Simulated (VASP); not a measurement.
# H8C3 in VASP: a series of runs, part 2 of 2

VASP 6.6.1. Earlier steps stand in the parts before.

### Step 3. Single point, PBE+D3(BJ)

File INCAR:

```
SYSTEM = H8C3
ALGO = Normal
EDIFF = 1E-6
ENCUT = 520
GGA = PE
ISIF = 2
ISMEAR = -1
IVDW = 12
LASPH = .True.
LCHARG = .False.
LREAL = Auto
LWAVE = .False.
NBANDS = 52
NELM = 80
PREC = Accurate
SIGMA = 0.02
```

File KPOINTS:

```
k-points
0
Gamma
  1 1 1
  0 0 0
```

File POSCAR:

```
H8C3
1.0
    8.2694670000      0.0000000000      0.0000000000
    0.0000000000      8.2694670000      0.0000000000
    0.0000000000      0.0000000000      8.2694670000
C H
9 24
Direct
    0.6784717806      0.4220223625      0.4710098003
    0.6101602437      0.2763176877      0.4554223386
    0.5306750725      0.3458868631     -0.0708509992
    0.4880121053      0.4465825911      0.0502934470
    0.0594596967      0.0958949349      0.3658881522
    0.1469744060     -0.0394221296      0.3999048548
    0.8082745841      0.8152641518      0.0942382381
    0.0380919351      0.6058189724      0.8034012349
    0.0807790877      0.4731985750      0.2297004148
    0.7433731823      0.4817843762      0.3747762703
    0.6980498259      0.4897534509      0.5854307176
    0.6127964475      0.2073531462      0.3463101068
    0.5565050323      0.2087558968      0.5521637610
    0.5901468619      0.4062897887     -0.1792739484
    0.5335047591      0.2155519818     -0.0707300724
    0.4859321647      0.5764337653      0.0151158472
    0.4516252378      0.4138839903      0.1740015408
    0.0409820851      0.1251592152      0.2468720173
    0.0070984019      0.1610865610      0.4653746124
    0.2187686341     -0.1218337288      0.3154375004
    0.1527305206     -0.0758210898      0.5228632027
    0.7709082097      0.9329138142      0.1310604420
    0.9035406998      0.8138130305      0.0081504648
    0.7038784966      0.7251374242      0.0543686794
    0.8606237863      0.7692031421      0.2058899322
    0.0298810068      0.7365287267      0.8242490115
    0.0144991207      0.5304332190      0.8985585165
    0.1602521662      0.5785016132      0.7460577568
   -0.0461093804      0.5673763496      0.7092113676
   -0.0135196138      0.4165443795      0.3133696525
    0.0986036948      0.3975105046      0.1208784073
    0.1942084055      0.4862707597      0.3027280960
    0.0558077080      0.6043799437      0.2083689312
```

Potentials or basis: VASP PAW PBE potentials, release 64 (C, H).

The run is started by

```sh
> cat potpaw_PBE.64/C/POTCAR potpaw_PBE.64/H/POTCAR > POTCAR
> mpirun -np 1 vasp_gam > vasp.out
```

OUTCAR:

```text
SYSTEM = H8C3
   EDIFF = 1E-6
   ENCUT = 520
   GGA = PE
   ISIF = 2
   ISMEAR = -1
   IVDW = 12
   LASPH = .True.
   LREAL = Auto
   NELM = 80
   PREC = Accurate
 IVDW          = 12

 ion  position               nearest neighbor table
   1  0.678  0.422  0.471-  10 1.08  11 1.11   2 1.34
   2  0.610  0.276  0.455-  12 1.07  13 1.07   1 1.34
   3  0.531  0.346  0.929-  15 1.08  14 1.14   4 1.35
   4  0.488  0.447  0.050-  17 1.10  16 1.11   3 1.35
[... 313 lines left out ...]
  -------------------------------------------------------------------------------------
  Total      -3.60722    -4.26943     4.64173    -2.21657    -4.45893     0.37907
  in kB     -10.22000   -12.09618    13.15098    -6.28001   -12.63307     1.07400
  external pressure =       -3.06 kB  Pullay stress =        0.00 kB

 VOLUME and BASIS-vectors are now :
 -----------------------------------------------------------------------------
  energy-cutoff  :      520.00
  volume of cell :      565.50
      direct lattice vectors                 reciprocal lattice vectors
     8.269467000  0.000000000  0.000000000     0.120926778  0.000000000  0.000000000
     0.000000000  8.269467000  0.000000000     0.000000000  0.120926778  0.000000000
     0.000000000  0.000000000  8.269467000     0.000000000  0.000000000  0.120926778

 POSITION                                       TOTAL-FORCE (eV/Angst)
 -----------------------------------------------------------------------------------
      5.61060      3.48990      3.89500         0.496241      0.044455      0.710261
      5.04570      2.28500      3.76610         0.438304      0.581160      0.405469
      4.38840      2.86030      7.68357         0.925100      1.589176     -0.344425
      4.03560      3.69300      0.41590         0.000373      0.083856     -0.869570
      0.49170      0.79300      3.02570         1.624151     -2.867003      1.806821
      1.21540      7.94347      3.30700         0.004371      0.456803     -1.173494
[... 25 lines left out ...]
      1.60600      4.02120      2.50340        -0.341702     -0.698660     -0.412050
      0.46150      4.99790      1.72310        -0.421373     -0.906671     -0.427470
 -----------------------------------------------------------------------------------
    total drift:                                0.009747     -0.003819     -0.008520

  FREE ENERGIE OF THE ION-ELECTRON SYSTEM (eV)
  ---------------------------------------------------
  free  energy   TOTEN  =      -167.6698542363 eV

  energy  without entropy=     -167.6698542363  energy(sigma->0) =     -167.66985424
```

OSZICAR:

```text
N       E                     dE             d eps       ncg     rms          rms(c)
DAV:   1     0.381128939799E+03    0.38113E+03   -0.24942E+04   104   0.936E+02
DAV:   2    -0.115313148807E+03   -0.49644E+03   -0.46821E+03   132   0.208E+02
DAV:   3    -0.185405749310E+03   -0.70093E+02   -0.69621E+02   128   0.825E+01
DAV:   4    -0.187940075583E+03   -0.25343E+01   -0.25278E+01   144   0.190E+01
DAV:   5    -0.188001564548E+03   -0.61489E-01   -0.61472E-01   136   0.253E+00    0.224E+01
DAV:   6    -0.170240160809E+03    0.17761E+02   -0.29758E+01   120   0.170E+01    0.111E+01
DAV:   7    -0.167376146035E+03    0.28640E+01   -0.78640E+00   136   0.881E+00    0.581E+00
DAV:   8    -0.166842086530E+03    0.53406E+00   -0.11892E+00   136   0.355E+00    0.114E+00
DAV:   9    -0.166811218760E+03    0.30868E-01   -0.14365E-01   136   0.120E+00    0.432E-01
DAV:  10    -0.166821764675E+03   -0.10546E-01   -0.17403E-02   112   0.548E-01    0.168E-01
DAV:  11    -0.166826627885E+03   -0.48632E-02   -0.40469E-03   120   0.296E-01    0.105E-01
DAV:  12    -0.166829132418E+03   -0.25045E-02   -0.15901E-03   112   0.182E-01    0.491E-02
DAV:  13    -0.166829539114E+03   -0.40670E-03   -0.36284E-04   128   0.108E-01    0.337E-02
DAV:  14    -0.166829530366E+03    0.87480E-05   -0.16170E-04   112   0.541E-02    0.122E-02
DAV:  15    -0.166829525465E+03    0.49012E-05   -0.22490E-05   128   0.195E-02    0.493E-03
DAV:  16    -0.166829526720E+03   -0.12548E-05   -0.25333E-06   128   0.773E-03    0.222E-03
DAV:  17    -0.166829528105E+03   -0.13850E-05   -0.10904E-06    96   0.490E-03    0.109E-03
DAV:  18    -0.166829528356E+03   -0.25143E-06   -0.33885E-07   104   0.240E-03
   1 F= -.16766985E+03 E0= -.16766985E+03  d E =-.173342E-10
```

stdout:

```text
POSCAR found type information on POSCAR C H
 POSCAR found :  2 types and      33 ions
 scaLAPACK will be used
 LDA part: xc-table for (Slater+PW92), standard interpolation
 POSCAR, INCAR and KPOINTS ok, starting setup
 FFT: planning ... GRIDC
 FFT: planning ... GRID_SOFT
 FFT: planning ... GRID
 WAVECAR not read
 entering main loop
```

It took 38 s on 1 thread of Intel Xeon 6975P-C (Granite Rapids), shared host; peak memory 0.5 GiB.

What came out:

| Property | Result |
| --- | --- |
| Free energy | -167.6699 eV |
| Pressure | -0.3 GPa |
| Largest force | 3.922 eV/Å |
| Band gap on the k mesh | 5.05 eV |
| Dispersion energy per atom | -0.025 eV |

Forces in eV/Å, atoms in the order of the input:
```
C    0.496  0.044  0.710
C    0.438  0.581  0.405
C    0.925  1.589 -0.344
C    0.000  0.084 -0.870
C    1.624 -2.867  1.807
C    0.004  0.457 -1.173
C   -1.659 -2.332  0.484
C    1.619  0.939 -3.446
C    0.039  0.453  1.538
H   -0.077  0.017 -0.660
H   -0.634 -0.517 -0.227
H    0.017 -0.089 -1.001
H   -0.321 -0.016  0.785
H   -0.957 -0.745  0.692
H   -0.007 -0.435  0.321
H    0.145 -0.470  0.639
H   -0.115 -0.068 -0.459
H   -0.435  1.133 -2.321
H   -0.410  0.380  0.140
H   -1.061  1.084  0.473
H    0.302 -0.352  1.122
H   -0.690  1.056 -0.340
H    0.556  0.265 -0.863
H    1.563  1.696  0.616
H    0.056 -0.478  0.257
H   -0.101 -0.284  0.158
H   -0.238 -1.245  2.498
H   -0.818  0.209  0.790
H   -0.353  0.333 -0.260
H    0.839  0.695 -0.954
H    0.015  0.489  0.322
H   -0.342 -0.699 -0.412
H   -0.421 -0.907 -0.427
```

Caveat: the k points lie up to 0.76 Å⁻¹ apart.
